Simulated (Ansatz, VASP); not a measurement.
# C: VASP beside Ansatz

```
C
1.0
     0.00000    3.20234    3.20360
     1.30815    0.00000    3.20360
     1.30815    3.20234    0.00000
C
3
Cartesian
  0.6541 1.6012 1.6018
  1.9622 4.8035 4.8054
  1.3081 3.2023 3.2036
```

Alike in both runs: functional PBE; k mesh 8 × 8 × 8; occupations gaussian, width 0.1 eV; no spin polarisation.

Ansatz relaxed the structure, and its values are those at the end. VASP's run is a single point on that final structure, the one shown.

|  | VASP | Ansatz |
| --- | --- | --- |
| version | VASP 6.6.1 | Ansatz 0.2.0 |
| potentials or method | VASP PAW PBE potentials, release 64 (C), cutoff 520 eV | scalar-relativistic, plane waves, PAW |
| valence electrons in the cell | 12 | 12 |

Ansatz gave:

| Quantity | Value |
| --- | --- |
| gap on the k mesh at the Fermi level (eV) | none |
| pressure (GPa) | 0.1 |

Q: Estimate VASP's values.

A: gap on the k mesh at the Fermi level (eV): none; pressure (GPa): -0.1.

A gap of «none» marks a metal or a gap that the smearing closes.
